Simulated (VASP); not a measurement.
# Co (P6_3/mmc) in VASP: a series of runs

Runs on Co. Level: LDA. Tasks: single point.

Program: VASP 6.6.1. These are calculated values, not measurements. Logs are shortened: lines on timing, memory, paths and dates and some standing lists are left out, and cuts for length are marked.

## Step 1: The cell of the first run

The structure is hexagonal, space group P6_3/mmc (No. 194). Conventional cell: a = 2.427 Å, b = 2.427 Å, c = 3.923 Å, α = 90.00°, β = 90.00°, γ = 120.00°. Within 3.2 Å of Co (site symmetry -6m2) lie 12 Co at 2.41 to 2.43 Å.

## Step 2: Single point, LDA, collinear spin, ferromagnetic start

The input, INCAR:

```
SYSTEM = Co
ALGO     = Normal         ! electronic algorithm
EDIFF    = 1E-6           ! SCF threshold, eV
ENCUT    = 520            ! plane-wave cutoff, eV
GGA      = CA             ! functional
ISIF     = 2              ! what is computed and relaxed
ISMEAR   = -1             ! smearing method
ISPIN    = 2              ! spin polarisation
LASPH    = .True.         ! aspherical terms in the spheres
LCHARG   = .False.        ! write CHGCAR
LMAXMIX  = 4              ! l up to which the mixer works
LORBIT   = 11             ! projections on sites
LREAL    = .False.        ! projectors in reciprocal space
LWAVE    = .False.        ! write WAVECAR
MAGMOM   = 1.558 1.558    ! initial moments
NBANDS   = 20             ! bands
NELM     = 150            ! most SCF steps
PREC     = Accurate       ! precision mode
SIGMA    = 0.05           ! smearing width, eV
```

The input, KPOINTS:

```
k-points
0
Gamma
  12 12 7
  0 0 0
```

The input, POSCAR:

```
Co
1.0
    2.4273810165      0.0000000000      0.0000000000
   -1.2136905082      2.1021736250      0.0000000000
    0.0000000000      0.0000000000      3.9230481332
Co
2
Direct
    0.3333333333      0.6666666667      0.2500000000
    0.6666666667      0.3333333333      0.7500000000
```

Potentials or basis: VASP PAW LDA potentials, release 64 (Co).

Started as:

```console
$ cat potpaw_LDA.64/Co/POTCAR > POTCAR
$ mpirun -np 1 vasp_std > vasp.out
```

OUTCAR:

```text
SYSTEM = Co
   EDIFF = 1E-6
   ENCUT = 520
   GGA = CA
   ISIF = 2
   ISMEAR = -1
   ISPIN = 2
   LASPH = .True.
   LORBIT = 11
   LREAL = .False.
   NELM = 150
   PREC = Accurate

 ion  position               nearest neighbor table
   1  0.333  0.667  0.250-   2 2.41   2 2.41   2 2.41   2 2.41   2 2.41   2 2.41
   2  0.667  0.333  0.750-   1 2.41   1 2.41   1 2.41   1 2.41   1 2.41   1 2.41

  LATTYP: Found a hexagonal cell.
 ALAT       =     2.4273810165
 C/A-ratio  =     1.6161649558

  Lattice vectors:

 A1 = (   2.4273810165,   0.0000000000,   0.0000000000)
 A2 = (  -1.2136905082,   2.1021736250,   0.0000000000)
 A3 = (   0.0000000000,   0.0000000000,   3.9230481332)

Analysis of symmetry for initial positions (statically):
=====================================================================
 Subroutine PRICEL returns:
 Original cell was already a primitive cell.

 Routine SETGRP: Setting up the symmetry group for a
 hexagonal supercell.

 Subroutine GETGRP returns: Found 24 space group operations
 (whereof 12 operations were pure point group operations)
 out of a pool of 24 trial point group operations.

The static configuration has the point symmetry D_3d.
 The point group associated with its full space group is D_6h.

Analysis of symmetry for dynamics (positions and initial velocities):
=====================================================================
 Subroutine PRICEL returns:
 Original cell was already a primitive cell.

 Routine SETGRP: Setting up the symmetry group for a
 hexagonal supercell.

 Subroutine GETGRP returns: Found 24 space group operations
 (whereof 12 operations were pure point group operations)
 out of a pool of 24 trial point group operations.

The dynamic configuration has the point symmetry D_3d.
 The point group associated with its full space group is D_6h.

Analysis of structural, dynamic, and magnetic symmetry:
=====================================================================
 Subroutine PRICEL returns:
 Original cell was already a primitive cell.

 Routine SETGRP: Setting up the symmetry group for a
 hexagonal supercell.

 Subroutine GETGRP returns: Found 24 space group operations
 (whereof 12 operations were pure point group operations)
 out of a pool of 24 trial point group operations.

The overall configuration has the point symmetry D_3d.
 The point group associated with its full space group is D_6h.

 Subroutine INISYM returns: Found 24 space group operations
 (whereof 12 operations are pure point group operations),
 and found     1 'primitive' translations

----------------------------------------------------------------------------------------

                                     Primitive cell

  volume of cell :      20.0184

  direct lattice vectors                    reciprocal lattice vectors
     2.427381017  0.000000000  0.000000000     0.411966639  0.237849050  0.000000000
    -1.213690508  2.102173625  0.000000000     0.000000000  0.475698100  0.000000000
     0.000000000  0.000000000  3.923048133     0.000000000  0.000000000  0.254903831

  length of vectors
     2.427381017  2.427381017  3.923048133     0.475698100  0.475698100  0.254903831

  position of ions in fractional coordinates (direct lattice)
     0.333333333  0.666666667  0.250000000
     0.666666667  0.333333333  0.750000000

  ion indices of the primitive-cell ions
   primitive index   ion index
                 1           1
                 2           2

----------------------------------------------------------------------------------------

 KPOINTS: k-points

Automatic generation of k-mesh.
 Grid dimensions read from file:
 generate k-points for:   12   12    7

 Generating k-lattice:

  Cartesian coordinates                     Fractional coordinates (reciprocal lattice)
     0.034330553  0.019820754  0.000000000     0.083333333  0.000000000  0.000000000
     0.000000000  0.039641508  0.000000000     0.000000000  0.083333333  0.000000000
     0.000000000  0.000000000  0.036414833     0.000000000  0.000000000  0.142857143

  Length of vectors
     0.039641508  0.039641508  0.036414833

  Shift w.r.t. Gamma in fractional coordinates (k-lattice)
     0.000000000  0.000000000  0.000000000

 Subroutine IBZKPT returns following result:
 ===========================================

 Found     76 irreducible k-points:

 Following reciprocal coordinates:
            Coordinates               Weight
  0.000000  0.000000  0.000000      1.000000
  0.083333 -0.000000  0.000000      6.000000
  0.166667  0.000000  0.000000      6.000000
  0.250000  0.000000  0.000000      6.000000
  0.333333  0.000000  0.000000      6.000000
  0.416667  0.000000  0.000000      6.000000
[... 16 lines left out ...]
  0.250000  0.000000  0.142857     12.000000
  0.333333  0.000000  0.142857     12.000000
 [... further k-points ...]
   k-points           NKPTS =     76   k-points in BZ     NKDIM =     76   number of bands    NBANDS=     20
   number of dos      NEDOS =    301   number of ions     NIONS =      2
   total plane-waves  NPLWV =   9720
   dimension x,y,z NGX =    18 NGY =   18 NGZ =   30
   dimension x,y,z NGXF=    36 NGYF=   36 NGZF=   60
   ions per type =               2
   NGX,Y,Z   is equivalent  to a cutoff of  12.33, 12.33, 12.71 a.u.
   NGXF,Y,Z  is equivalent  to a cutoff of  24.66, 24.66, 25.43 a.u.
 SYSTEM =  Co
   PREC   = accura    normal or accurate (medium, high low for compatibility)
   ISTART =      0    job   : 0-new  1-cont  2-samecut
   ICHARG =      2    charge: 1-file 2-atom 10-const
   ISPIN  =      2    spin polarized calculation?
   LNONCOLLINEAR =      F non collinear calculations
   LSORBIT =      F    spin-orbit coupling
   LASPH  =      T    aspherical Exc in radial PAW
   ENCUT  =  520.0 eV  38.22 Ry    6.18 a.u.   4.51  4.51  7.29*2*pi/ulx,y,z
   NELM   =    150;   NELMIN=  2; NELMDL= -5     # of ELM steps
   EDIFF  = 0.1E-05   stopping-criterion for ELM
   LREAL  =      F    real-space projection
   EDIFFG = 0.1E-04   stopping-criterion for IOM
   NSW    =      0    number of steps for IOM
   IBRION =     -1    ionic relax: 0-MD 1-quasi-New 2-CG
   NFREE  =      0    steps in history (QN), initial steepest desc. (CG)
   ISIF   =      2    stress and relaxation
   ISYM   =      2    0-nonsym 1-usesym 2-fastsym
   POTIM  = 0.5000    time-step for ionic-motion
   TEBEG  =    0.0;   TEEND  =   0.0 temperature during run
   PSTRESS=    0.0 pullay stress
   NELECT =      18.0000    total number of electrons
   NUPDOWN=      -1.0000    fix difference up-down
   EMIN   =  10.00;   EMAX   =-10.00  energy-range for DOS
   EFERMI =   0.00;   METHOD = LEGACY
   ISMEAR =    -1;   SIGMA  =   0.05  broadening in eV -4-tet -1-fermi 0-gaus
   EFERMI_NEDOS =   21; number of points for ismear=-14 and -15
   IALGO  =     38    algorithm
   IMIX   =      4    mixing-type and parameters
     AMIX     =   0.40;   BMIX     =  1.00
     AMIX_MAG =   1.60;   BMIX_MAG =  1.00
  volume/ion in A,a.u.               =      10.01        67.55
  Fermi-wavevector in a.u.,A,eV,Ry     =   1.580116  2.985986 33.970567  2.496766
  Thomas-Fermi vector in A             =   2.680392
   LORBIT       =     11    0 simple, 1 ext, 2 COOP (PROOUT), +10 PAW based schemes
   GGA     = CA    functional components
   LHFCALC =     F    Hartree Fock is set to
   AEXX    =    0.0000 exact exchange contribution
   IVDW    =     0    specifies the selected vdW correction
   LEPSILON=     F    determine dielectric tensor
   LRPA    =     F    only Hartree local field effects (RPA)
 spin polarized calculation
  energy-cutoff  :      520.00
  volume of cell :       20.02
 maximum number of plane-waves:       557
   NGX =  9   NGY =  9   NGZ = 15

 number of electron      17.9999991 magnetization       2.9606736

 Free energy of the ion-electron system (eV)
  ---------------------------------------------------
  ext. energy  EPLUGINS =         0.00000000
  ---------------------------------------------------
  free energy    TOTEN  =       -16.25879329 eV

  energy without entropy =      -16.24493793  energy(sigma->0) =      -16.25186561

 E-fermi :  11.0815     XC(G=0): -14.2175

 val. band max:       11.0668448550   @ k =   0.2500   0.0000   0.1429
 cond. band min:      11.1073768796   @ k =   0.3333   0.0833   0.4286
 fundamental gap:      0.0405320246
 Fermi energy:        11.0814835464

 spin component 1

 k-point     1 :       0.0000    0.0000    0.0000
  band No.  band energies     occupation
      1       1.7229      1.00000
      2       5.6562      1.00000
      3       8.5253      1.00000
      4       8.5517      1.00000
      5       8.5517      1.00000
      6       8.9165      1.00000
[... 12 lines left out ...]
     19      38.4015      0.00000
     20      38.4015      0.00000
[... 507 lines left out ...]
 k-point    24 :       0.3333    0.0000    0.1429
  band No.  band energies     occupation
      1       5.1208      1.00000
      2       6.4824      1.00000
      3       6.9056      1.00000
      4       7.7515      1.00000
      5       8.5969      1.00000
      6       8.6545      1.00000
[... 12 lines left out ...]
     19      35.6061      0.00000
     20      37.2289      0.00000

 [... further k-points ...]

 spin component 2

 k-point     1 :       0.0000    0.0000    0.0000
  band No.  band energies     occupation
      1       1.9092      1.00000
      2       6.5156      1.00000
      3       9.8919      1.00000
      4       9.9048      1.00000
      5       9.9048      1.00000
      6      10.3141      1.00000
[... 12 lines left out ...]
     19      38.8291      0.00000
     20      38.8291      0.00000
[... 507 lines left out ...]
 k-point    24 :       0.3333    0.0000    0.1429
  band No.  band energies     occupation
      1       5.5076      1.00000
      2       7.5121      1.00000
      3       7.9006      1.00000
      4       8.8449      1.00000
      5       9.8432      1.00000
      6      10.0357      1.00000
[... 12 lines left out ...]
     19      36.0881      0.00000
     20      37.6523      0.00000

 [... further k-points ...]

------------------------ aborting loop because EDIFF is reached ----------------------------------------

  FORCE on cell =-STRESS in cart. coord.  units (eV):
  Direction    XX          YY          ZZ          XY          YZ          ZX
  --------------------------------------------------------------------------------------
  -------------------------------------------------------------------------------------
  Total       -0.1358162     -0.1358162     -0.2247095     -0.0000000      0.0000000      0.0000000
  in kB      -10.8700640    -10.8700640    -17.9846423     -0.0000000      0.0000000      0.0000000
  external PRESSURE =     -13.2415901 kB  Pullay stress =       0.0000000 kB

 VOLUME and BASIS-vectors are now :
 -----------------------------------------------------------------------------
  energy-cutoff  :      520.00
  volume of cell :       20.02
      direct lattice vectors                 reciprocal lattice vectors
     2.427381017  0.000000000  0.000000000     0.411966639  0.237849050  0.000000000
    -1.213690508  2.102173625  0.000000000     0.000000000  0.475698100  0.000000000
     0.000000000  0.000000000  3.923048133     0.000000000  0.000000000  0.254903831

 POSITION                                       TOTAL-FORCE (eV/Angst)
 -----------------------------------------------------------------------------------
     -0.00000      1.40145      0.98076        -0.000000     -0.000000      0.000000
      1.21369      0.70072      2.94229         0.000000      0.000000      0.000000
 -----------------------------------------------------------------------------------
    total drift:                                0.000000      0.000000     -0.000000

  FREE ENERGIE OF THE ION-ELECTRON SYSTEM (eV)
  ---------------------------------------------------
  free  energy   TOTEN  =       -16.2587932873 eV

  energy  without entropy=      -16.2449379258  energy(sigma->0) =      -16.25186561

 total charge

# of ion       s       p       d       tot
------------------------------------------
    1        0.523   0.589   7.338   8.450
    2        0.523   0.589   7.338   8.450
--------------------------------------------------
tot          1.046   1.178  14.677  16.901

 magnetization (x)

# of ion       s       p       d       tot
------------------------------------------
    1       -0.013  -0.038   1.524   1.473
    2       -0.013  -0.038   1.524   1.473
--------------------------------------------------
tot         -0.026  -0.076   3.049   2.947
```

It took 45 s on 1 thread of Intel Xeon Platinum 8375C at 2.90GHz (Ice Lake), shared host; peak memory 0.15 GiB.

Results:

| Item | Value |
| --- | --- |
| Free energy | -16.2588 eV |
| Pressure | -1.3 GPa |
| Net moment | 2.96 μB per cell |
| Site moments | Co +1.47 μB |
| Valence electrons inside the program's atomic spheres | Co 8.45 |

Levels at points of the mesh, in eV from the Fermi level:
Spin up:
| k point | band 6 | band 7 | band 8 | band 9 | band 10 | band 11 | band 12 | band 13 | band 14 | band 15 |
| --- | --- | --- | --- | --- | --- | --- | --- | --- | --- | --- |
| (0.00, 0.00, 0.00) | -2.16 | -2.16 | -1.76 | -1.76 | -0.49 | -0.49 | -0.08 | 7.23 | 22.67 | 25.98 |
| (0.50, 0.00, 0.00) | -2.45 | -2.07 | -0.34 | -0.22 | -0.17 | 1.69 | 3.86 | 10.40 | 11.13 | 13.64 |
Spin down:
```tsv
k point	band 5	band 6	band 7	band 8	band 9	band 10
(0.00, 0.00, 0.00)	-1.18	-0.77	-0.77	-0.30	-0.30	0.10
(0.50, 0.00, 0.00)	-1.35	-1.20	-0.75	1.21	1.37	1.40
```

## Step 3: Single point, LDA, collinear spin, ferromagnetic start

The input, INCAR:

```
PREC = Accurate
ENCUT = 520
EDIFF = 1E-7
ISMEAR = -1
SIGMA = 0.05
LREAL = F
LASPH = T
NELM = 150
ALGO = Normal
ISIF = 2
LWAVE = F
LCHARG = T
ISPIN = 2
MAGMOM = 1.7 1.7
LORBIT = 11
LMAXMIX = 4
GGA = CA
LELF = T
LVHAR = T
NBANDS = 20
```

The input, KPOINTS:

```
Automatic mesh
0
Gamma
  14 14 8
```

The input, POSCAR:

```
Co
1.0
    2.4273810169      0.0000000000      0.0000000000
   -1.2136905084      2.1021736253      0.0000000000
    0.0000000000      0.0000000000      3.9230481315
Co
2
Direct
    0.3333333333      0.6666666667      0.2500000000
    0.6666666667      0.3333333333      0.7500000000
```

Potentials or basis: VASP PAW LDA potentials, release 64 (Co).

Started as:

```console
$ cat potpaw_LDA.64/Co/POTCAR > POTCAR
$ mpirun -np 1 vasp_std > vasp.out
```

Run time: 55 s. Hardware: 1 thread of Intel Xeon Platinum 8488C (Sapphire Rapids), shared host; peak memory 0.17 GiB.

Results (log left out):

```
Free energy                                           : -16.2603 eV
Pressure                                              : -1.0 GPa
Net moment                                            : 2.99 μB per cell
Site moments                                          : Co +1.49 μB
Valence electrons inside the program's atomic spheres : Co 8.45
```

Stress tensor (GPa, compression positive):
```
-0.86  0.00  0.00
 0.00 -0.86  0.00
 0.00  0.00 -1.18
```

Levels at points of the mesh, in eV from the Fermi level:
Spin up:
| k point | band 6 | band 7 | band 8 | band 9 | band 10 | band 11 | band 12 | band 13 | band 14 | band 15 |
| --- | --- | --- | --- | --- | --- | --- | --- | --- | --- | --- |
| (0.00, 0.00, 0.00) | -2.17 | -2.17 | -1.77 | -1.77 | -0.50 | -0.50 | -0.08 | 7.22 | 22.67 | 25.98 |
| (0.50, 0.00, 0.00) | -2.46 | -2.08 | -0.35 | -0.23 | -0.18 | 1.68 | 3.86 | 10.39 | 11.12 | 13.63 |
| (0.00, 0.00, 0.50) | -2.61 | -2.61 | -2.61 | -0.85 | -0.85 | -0.85 | -0.85 | 16.03 | 16.03 | 23.43 |
| (0.50, 0.00, 0.50) | -1.62 | -0.83 | -0.83 | -0.24 | -0.24 | 1.81 | 1.81 | 8.13 | 8.13 | 19.41 |
Spin down:
```
           k point  band 3  band 4  band 5  band 6  band 7  band 8  band 9  band 10  band 11  band 12
(0.00, 0.00, 0.00)   -1.19   -1.17   -1.17   -0.76   -0.76   -0.29   -0.29     0.09     1.08     1.08
(0.50, 0.00, 0.00)   -3.64   -1.88   -1.34   -1.20   -0.75    1.23    1.37     1.41     2.81     4.77
(0.00, 0.00, 0.50)   -1.75   -1.75   -1.24   -1.24   -1.24   -1.24    0.70     0.70     0.70     0.70
(0.50, 0.00, 0.50)   -2.69   -2.69   -0.16   -0.16    0.32    0.32    1.34     1.34     2.48     2.48
```
